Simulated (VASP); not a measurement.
# MgF2 (P4_2/mnm) in VASP: a series of runs

MgF2 is run at these levels: r2SCAN, PBE; tasks: single point, relaxation of cell and atoms.

All numbers are computed with VASP 6.6.1; they aren't measurements. Logs are shortened: lines on timing, memory, paths and dates and some standing lists are left out, and cuts for length are marked.

## 1. The cell of the first run

The structure is tetragonal, space group P4_2/mnm (No. 136). Conventional cell: a = 4.687 Å, b = 4.687 Å, c = 3.089 Å, α = 90.00°, β = 90.00°, γ = 90.00°. Mg (site symmetry mmm) has 6 F at 2.01 to 2.02 Å within 2.7 Å. Within 2.7 Å of F (site symmetry m2m) lie 3 Mg at 2.01 to 2.02 Å and 1 F at 2.60 Å.

## 2. Single point, r2SCAN

POSCAR reads:

```
MgF2
1.0
    4.6867963900      0.0000000000      0.0000000000
    0.0000000000      4.6867963900      0.0000000000
    0.0000000000      0.0000000000      3.0894819600
Mg F
2 4
Direct
    0.0000000000      0.0000000000      0.0000000000
    0.5000000000      0.5000000000      0.5000000000
    0.3038128828      0.3038128828      0.0000000000
    0.1961871172      0.8038128828      0.5000000000
    0.6961871172      0.6961871172      0.0000000000
    0.8038128828      0.1961871172      0.5000000000
```

INCAR.step1 reads:

```
PREC = Accurate
ENCUT = 660
ISMEAR = -1
SIGMA = 0.02
LREAL = F
LASPH = T
NELM = 120
NBANDS = 25
GGA = PE
ALGO = Normal
EDIFF = 1E-5
LWAVE = T
LCHARG = F
GGA_COMPAT = F
```

INCAR.step2 reads:

```
PREC = Accurate
ENCUT = 660
EDIFF = 1E-6
ISMEAR = -1
SIGMA = 0.02
LREAL = F
LASPH = T
NELM = 120
ALGO = Normal
ISIF = 2
LWAVE = F
LCHARG = F
METAGGA = R2SCAN
LMIXTAU = T
NBANDS = 25
ISTART = 1
GGA_COMPAT = F
```

KPOINTS reads:

```
Automatic mesh
0
Gamma
  6 6 10
```

Potentials or basis: VASP PAW PBE potentials, release 64 (Mg, F).

Command:

```console
> cat potpaw_PBE.64/Mg/POTCAR potpaw_PBE.64/F/POTCAR > POTCAR
> cp INCAR.step1 INCAR
> mpirun -np 1 vasp_std > vasp.out
> cp INCAR.step2 INCAR
> mpirun -np 1 vasp_std > vasp.out
```

OUTCAR:

```text
PREC = Accurate
   ENCUT = 660
   EDIFF = 1E-6
   ISMEAR = -1
   LREAL = F
   LASPH = T
   NELM = 120
   ISIF = 2
   METAGGA = R2SCAN
   ISTART = 1

 ion  position               nearest neighbor table
   1  0.000  0.000  0.000-   3 2.01   5 2.01   4 2.02   6 2.02   4 2.02   6 2.02   2 3.66   2 3.66
                             2 3.66   2 3.66   2 3.66   2 3.66   2 3.66   2 3.66
   2  0.500  0.500  0.500-   4 2.01   6 2.01   5 2.02   3 2.02   3 2.02   5 2.02   1 3.66   1 3.66
                             1 3.66   1 3.66   1 3.66   1 3.66   1 3.66   1 3.66
   3  0.304  0.304  0.000-   1 2.01   2 2.02   2 2.02
   4  0.196  0.804  0.500-   2 2.01   1 2.02   1 2.02
   5  0.696  0.696  0.000-   1 2.01   2 2.02   2 2.02
   6  0.804  0.196  0.500-   2 2.01   1 2.02   1 2.02

  LATTYP: Found a simple tetragonal cell.
 ALAT       =     4.6867963900
 C/A-ratio  =     0.6591884313

  Lattice vectors:

 A1 = (   4.6867963900,   0.0000000000,   0.0000000000)
 A2 = (   0.0000000000,   4.6867963900,   0.0000000000)
 A3 = (   0.0000000000,   0.0000000000,   3.0894819600)

Analysis of symmetry for initial positions (statically):
=====================================================================
 Subroutine PRICEL returns:
 Original cell was already a primitive cell.

 Routine SETGRP: Setting up the symmetry group for a
 simple tetragonal supercell.

 Subroutine GETGRP returns: Found 16 space group operations
 (whereof  8 operations were pure point group operations)
 out of a pool of 16 trial point group operations.

The static configuration has the point symmetry D_2h.
 The point group associated with its full space group is D_4h.

Analysis of symmetry for dynamics (positions and initial velocities):
=====================================================================
 Subroutine PRICEL returns:
 Original cell was already a primitive cell.

 Routine SETGRP: Setting up the symmetry group for a
 simple tetragonal supercell.

 Subroutine GETGRP returns: Found 16 space group operations
 (whereof  8 operations were pure point group operations)
 out of a pool of 16 trial point group operations.

The dynamic configuration has the point symmetry D_2h.
 The point group associated with its full space group is D_4h.

 Subroutine INISYM returns: Found 16 space group operations
 (whereof  8 operations are pure point group operations),
 and found     1 'primitive' translations

----------------------------------------------------------------------------------------

                                     Primitive cell

  volume of cell :      67.8637

  direct lattice vectors                    reciprocal lattice vectors
     4.686796390  0.000000000  0.000000000     0.213365360  0.000000000  0.000000000
     0.000000000  4.686796390  0.000000000     0.000000000  0.213365360  0.000000000
     0.000000000  0.000000000  3.089481960     0.000000000  0.000000000  0.323678860

  length of vectors
     4.686796390  4.686796390  3.089481960     0.213365360  0.213365360  0.323678860

  position of ions in fractional coordinates (direct lattice)
     0.000000000  0.000000000  0.000000000
     0.500000000  0.500000000  0.500000000
     0.303812883  0.303812883  0.000000000
     0.196187117  0.803812883  0.500000000
     0.696187117  0.696187117  0.000000000
     0.803812883  0.196187117  0.500000000

  ion indices of the primitive-cell ions
   primitive index   ion index
                 1           1
                 2           2
                 3           3
                 4           4
                 5           5
                 6           6

----------------------------------------------------------------------------------------

 KPOINTS: Automatic mesh

Automatic generation of k-mesh.
 Grid dimensions read from file:
 generate k-points for:    6    6   10

 Generating k-lattice:

  Cartesian coordinates                     Fractional coordinates (reciprocal lattice)
     0.035560893  0.000000000  0.000000000     0.166666667  0.000000000  0.000000000
     0.000000000  0.035560893  0.000000000     0.000000000  0.166666667  0.000000000
     0.000000000  0.000000000  0.032367886     0.000000000  0.000000000  0.100000000

  Length of vectors
     0.035560893  0.035560893  0.032367886

  Shift w.r.t. Gamma in fractional coordinates (k-lattice)
     0.000000000  0.000000000  0.000000000

 Subroutine IBZKPT returns following result:
 ===========================================

 Found     60 irreducible k-points:

 Following reciprocal coordinates:
            Coordinates               Weight
  0.000000  0.000000  0.000000      1.000000
  0.166667  0.000000  0.000000      4.000000
  0.333333  0.000000  0.000000      4.000000
  0.500000  0.000000  0.000000      2.000000
  0.166667  0.166667  0.000000      4.000000
  0.333333  0.166667  0.000000      8.000000
[... 16 lines left out ...]
  0.333333  0.000000  0.200000      8.000000
  0.500000  0.000000  0.200000      4.000000
 [... further k-points ...]
   k-points           NKPTS =     60   k-points in BZ     NKDIM =     60   number of bands    NBANDS=     25
   number of dos      NEDOS =    301   number of ions     NIONS =      6
   total plane-waves  NPLWV =  44800
   dimension x,y,z NGX =    40 NGY =   40 NGZ =   28
   dimension x,y,z NGXF=    80 NGYF=   80 NGZF=   56
   ions per type =               2   4
   NGX,Y,Z   is equivalent  to a cutoff of  14.19, 14.19, 15.07 a.u.
   NGXF,Y,Z  is equivalent  to a cutoff of  28.38, 28.38, 30.13 a.u.
 SYSTEM =  unknown system
   PREC   = accura    normal or accurate (medium, high low for compatibility)
   ISTART =      1    job   : 0-new  1-cont  2-samecut
   ICHARG =      0    charge: 1-file 2-atom 10-const
   ISPIN  =      1    spin polarized calculation?
   LNONCOLLINEAR =      F non collinear calculations
   LSORBIT =      F    spin-orbit coupling
   LASPH  =      T    aspherical Exc in radial PAW
   ENCUT  =  660.0 eV  48.51 Ry    6.96 a.u.   9.82  9.82  6.47*2*pi/ulx,y,z
   NELM   =    120;   NELMIN=  2; NELMDL=  0     # of ELM steps
   EDIFF  = 0.1E-05   stopping-criterion for ELM
   LREAL  =      F    real-space projection
   EDIFFG = 0.1E-04   stopping-criterion for IOM
   NSW    =      0    number of steps for IOM
   IBRION =     -1    ionic relax: 0-MD 1-quasi-New 2-CG
   NFREE  =      0    steps in history (QN), initial steepest desc. (CG)
   ISIF   =      2    stress and relaxation
   ISYM   =      2    0-nonsym 1-usesym 2-fastsym
   POTIM  = 0.5000    time-step for ionic-motion
   TEBEG  =    0.0;   TEEND  =   0.0 temperature during run
   PSTRESS=    0.0 pullay stress
   NELECT =      32.0000    total number of electrons
   NUPDOWN=      -1.0000    fix difference up-down
   EMIN   =  10.00;   EMAX   =-10.00  energy-range for DOS
   EFERMI =   0.00;   METHOD = LEGACY
   ISMEAR =    -1;   SIGMA  =   0.02  broadening in eV -4-tet -1-fermi 0-gaus
   EFERMI_NEDOS =   21; number of points for ismear=-14 and -15
   IALGO  =     38    algorithm
   IMIX   =      4    mixing-type and parameters
     AMIX     =   0.40;   BMIX     =  1.00
     AMIX_MAG =   1.60;   BMIX_MAG =  1.00
  volume/ion in A,a.u.               =      11.31        76.33
  Fermi-wavevector in a.u.,A,eV,Ry     =   1.274223  2.407933 22.091032  1.623645
  Thomas-Fermi vector in A             =   2.407003
   LORBIT       =      0    0 simple, 1 ext, 2 COOP (PROOUT), +10 PAW based schemes
   METAGGA = R2SCAN    functional components
   LHFCALC =     F    Hartree Fock is set to
   AEXX    =    0.0000 exact exchange contribution
   IVDW    =     0    specifies the selected vdW correction
   LEPSILON=     F    determine dielectric tensor
   LRPA    =     F    only Hartree local field effects (RPA)
 non-spin polarized calculation
  energy-cutoff  :      660.00
  volume of cell :       67.86
 maximum number of plane-waves:      2640
 NGX is ok and might be reduce to    40
   NGX = 19   NGY = 19   NGZ = 13

 number of electron      31.9999994 magnetization

 Free energy of the ion-electron system (eV)
  ---------------------------------------------------
  ext. energy  EPLUGINS =         0.00000000
  ---------------------------------------------------
  free energy    TOTEN  =       -43.80800295 eV

  energy without entropy =      -43.80800295  energy(sigma->0) =      -43.80800295

 E-fermi :  -1.5863     XC(G=0): -10.0392

 val. band max:       -2.0955974178   @ k =   0.0000   0.0000   0.0000
 cond. band min:       5.6460469103   @ k =   0.0000   0.0000   0.0000
 fundamental gap:      7.7416443281
 Fermi energy:        -1.5863304101

 k-point     1 :       0.0000    0.0000    0.0000
  band No.  band energies     occupation
      1     -23.8153      2.00000
      2     -23.1031      2.00000
      3     -23.1031      2.00000
      4     -23.0289      2.00000
      5      -5.9794      2.00000
      6      -4.4388      2.00000
[... 17 lines left out ...]
     24      17.1832      0.00000
     25      17.1832      0.00000

 k-point     2 :       0.1667    0.0000    0.0000
  band No.  band energies     occupation
      1     -23.7757      2.00000
      2     -23.1822      2.00000
      3     -23.0922      2.00000
      4     -23.0048      2.00000
      5      -5.8828      2.00000
      6      -4.4313      2.00000
[... 17 lines left out ...]
     24      16.9190      0.00000
     25      17.3154      0.00000

 k-point     3 :       0.3333    0.0000    0.0000
  band No.  band energies     occupation
      1     -23.6650      2.00000
      2     -23.3327      2.00000
      3     -23.0635      2.00000
      4     -23.0028      2.00000
      5      -5.6262      2.00000
      6      -4.8652      2.00000
[... 552 lines left out ...]
 k-point    23 :       0.3333    0.0000    0.2000
  band No.  band energies     occupation
      1     -23.5670      2.00000
      2     -23.2837      2.00000
      3     -23.0533      2.00000
      4     -23.0158      2.00000
      5      -5.4396      2.00000
      6      -4.7730      2.00000
[... 17 lines left out ...]
     24      15.9434      0.00000
     25      15.9868      0.00000

 k-point    24 :       0.5000    0.0000    0.2000
  band No.  band energies     occupation
      1     -23.4307      2.00000
      2     -23.4307      2.00000
      3     -23.0306      2.00000
      4     -23.0306      2.00000
      5      -5.1246      2.00000
      6      -5.1246      2.00000
[... 17 lines left out ...]
     24      15.3062      0.00000
     25      16.6753      0.00000

 [... further k-points ...]

------------------------ aborting loop because EDIFF is reached ----------------------------------------

  FORCE on cell =-STRESS in cart. coord.  units (eV):
  Direction    XX          YY          ZZ          XY          YZ          ZX
  --------------------------------------------------------------------------------------
  -------------------------------------------------------------------------------------
  Total       -2.2088461     -2.2088461     -2.4987161     -0.0000000      0.0000000      0.0000000
  in kB      -52.1480666    -52.1480666    -58.9915293     -0.0000000      0.0000000      0.0000000
  external PRESSURE =     -54.4292208 kB  Pullay stress =       0.0000000 kB

 VOLUME and BASIS-vectors are now :
 -----------------------------------------------------------------------------
  energy-cutoff  :      660.00
  volume of cell :       67.86
      direct lattice vectors                 reciprocal lattice vectors
     4.686796390  0.000000000  0.000000000     0.213365360  0.000000000  0.000000000
     0.000000000  4.686796390  0.000000000     0.000000000  0.213365360  0.000000000
     0.000000000  0.000000000  3.089481960     0.000000000  0.000000000  0.323678860

 POSITION                                       TOTAL-FORCE (eV/Angst)
 -----------------------------------------------------------------------------------
      0.00000      0.00000      0.00000         0.000000      0.000000      0.000000
      2.34340      2.34340      1.54474         0.000000      0.000000      0.000000
      1.42391      1.42391      0.00000         0.007791      0.007791      0.000000
      0.91949      3.76731      1.54474        -0.007791      0.007791      0.000000
      3.26289      3.26289      0.00000        -0.007791     -0.007791     -0.000000
      3.76731      0.91949      1.54474         0.007791     -0.007791     -0.000000
 -----------------------------------------------------------------------------------
    total drift:                               -0.000000      0.000000      0.000000

  FREE ENERGIE OF THE ION-ELECTRON SYSTEM (eV)
  ---------------------------------------------------
  free  energy   TOTEN  =       -43.8080029518 eV

  energy  without entropy=      -43.8080029518  energy(sigma->0) =      -43.80800295
```

Wall time 3.3 min (1 thread of Intel Xeon 6975P-C (Granite Rapids), shared host); peak memory 0.29 GiB.

Results:

- Free energy: -43.8080 eV
- Pressure: -5.4 GPa
- Largest force: 0.011 eV/Å
- Band gap on the k mesh: 7.74 eV

Forces in eV/Å, atoms in the order of the input:
```
Mg   0.000  0.000  0.000
Mg   0.000  0.000  0.000
F    0.008  0.008  0.000
F   -0.008  0.008  0.000
F   -0.008 -0.008  0.000
F    0.008 -0.008  0.000
```

Stress tensor (GPa, compression positive):
```
-5.21  0.00  0.00
 0.00 -5.21  0.00
 0.00  0.00 -5.90
```

Caveat: the cell stands under tension; the PAW data sets were made with another functional, which shifts forces and pressure a little.

## 3. Relaxation of cell and atoms, PBE

This run uses another cell than the first one, of 10.88 Å³/atom.

INCAR reads:

```
SYSTEM = MgF2
ALGO = Normal ; EDIFF = 1E-7
EDIFFG = -0.01 ; ENCUT = 600
GGA = PE ; GGA_COMPAT = .False.
IBRION = 2 ; ISIF = 3
ISMEAR = -1 ; LASPH = .True.
LCHARG = .False. ; LREAL = .False.
LWAVE = .False. ; NELM = 120
NELMIN = 4 ; NSW = 80
PREC = Accurate ; SIGMA = 0.02
```

KPOINTS reads:

```
k-points
0
Gamma
  6 6 8
  0 0 0
```

POSCAR reads:

```
MgF2
1.0
    4.6250000000      0.0000000000      0.0000000000
    0.0000000000      4.6250000000      0.0000000000
    0.0000000000      0.0000000000      3.0520000000
Mg F
2 4
Direct
    0.0000000000      0.0000000000      0.0000000000
    0.5000000000      0.5000000000      0.5000000000
    0.3030000000      0.3030000000      0.0000000000
    0.1970000000      0.8030000000      0.5000000000
    0.6970000000      0.6970000000      0.0000000000
    0.8030000000      0.1970000000      0.5000000000
```

Potentials or basis: VASP PAW PBE potentials, release 64 (Mg, F).

Command:

```console
> cat potpaw_PBE.64/Mg/POTCAR potpaw_PBE.64/F/POTCAR > POTCAR
> mpirun -np 1 vasp_std > vasp.out
```

It took 83 s on 1 thread of Intel Xeon 6975P-C (Granite Rapids), shared host; peak memory 0.23 GiB.

Results (log left out):

```
Free energy                           : -31.5454 eV
Relaxed volume                        : 11.26 Å³/atom
Relaxed cell                          : a = 4.681 Å, b = 4.681 Å, c = 3.084 Å, α = 90.00°, β = 90.00°, γ = 90.00°
Space group after relaxing (to 0.1 Å) : P4_2/mnm (No. 136)
Energy gained by relaxing             : 4.0 meV/atom
Ionic steps                           : 5
Pressure after relaxing               : 0.0 GPa
Band gap on the k mesh                : 6.86 eV
```

Step by step:
| step | energy change (eV) | largest force (eV/Å) | pressure (GPa) | volume (Å³) |
| --- | --- | --- | --- | --- |
| 1 | 0.0000 | 0.0219 | 3.50 | 65.28 |
| 2 | -0.0237 | 0.0395 | -0.03 | 67.55 |
| 3 | -0.0237 | 0.0386 | 0.02 | 67.52 |
| 4 | -0.0240 | 0.0184 | 0.00 | 67.55 |
| 5 | -0.0241 | 0.0003 | 0.00 | 67.58 |

Final structure:
```cif
data_structure
_symmetry_space_group_name_H-M 'P 1'
_symmetry_Int_Tables_number 1
_cell_length_a 4.6813
_cell_length_b 4.6813
_cell_length_c 3.0836
_cell_angle_alpha 90.000
_cell_angle_beta 90.000
_cell_angle_gamma 90.000
_cell_volume 67.58
loop_
_atom_site_label
_atom_site_type_symbol
_atom_site_fract_x
_atom_site_fract_y
_atom_site_fract_z
_atom_site_occupancy
Mg1 Mg 0.00000 0.00000 0.00000 1
Mg2 Mg 0.50000 0.50000 0.50000 1
F1 F 0.30337 0.30337 0.00000 1
F2 F 0.19663 0.80337 0.50000 1
F3 F 0.69663 0.69663 0.00000 1
F4 F 0.80337 0.19663 0.50000 1
```

Levels at points of the mesh, in eV from the valence-band top:
| k point | band 12 | band 13 | band 14 | band 15 | band 16 | band 17 | band 18 | band 19 | band 20 |
| --- | --- | --- | --- | --- | --- | --- | --- | --- | --- |
| (0.00, 0.00, 0.00) | -1.18 | -0.72 | -0.32 | -0.32 | 0.00 | 6.86 | 12.02 | 12.02 | 13.50 |
| (0.50, 0.00, 0.00) | -1.33 | -0.95 | -0.95 | -0.36 | -0.36 | 9.23 | 9.23 | 13.25 | 13.25 |
| (0.50, 0.50, 0.00) | -1.23 | -0.92 | -0.92 | -0.73 | -0.73 | 10.85 | 10.85 | 11.06 | 11.06 |
| (0.00, 0.00, 0.50) | -1.39 | -1.08 | -1.08 | -0.81 | -0.81 | 11.55 | 11.55 | 14.73 | 14.73 |
| (0.50, 0.00, 0.50) | -1.31 | -0.71 | -0.71 | -0.63 | -0.63 | 12.49 | 12.49 | 13.11 | 13.11 |
| (0.50, 0.50, 0.50) | -1.36 | -0.58 | -0.58 | -0.47 | -0.47 | 12.92 | 12.92 | 13.13 | 13.13 |

A k mesh can miss the band edges. Zero-point motion and thermal expansion aren't in these numbers.
